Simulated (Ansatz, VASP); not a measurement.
One calculation of SiC, two programs

```
Si C
1.0
     0.00000    2.20965    2.20965
     2.20965    0.00000    2.20965
     2.20965    2.20965    0.00000
Si C
1 1
Direct
  0.00000 0.00000 0.00000
  0.75000 0.75000 0.75000
```

Change from the starting cell: volume scaled by 1.05, PAW files.

Alike in both runs: task electric field gradients; functional PBE; k mesh 16 × 16 × 16; occupations fermi-dirac, width 0.05 eV; no spin polarisation.

```csv
,VASP,Ansatz
version,VASP 6.6.1,Ansatz 0.2.0
potentials or method,"VASP PAW PBE potentials, release 64 (Si, C)","PAW with Ansatz's default frozen-core files, scalar-relativistic"
plane-wave cutoff (eV),520,420
valence electrons in the cell,8,8
```

|  | VASP | Ansatz | Ansatz less VASP |
| --- | --- | --- | --- |
| pressure (GPa) | -5.5 | -5.4 | +0.04 |
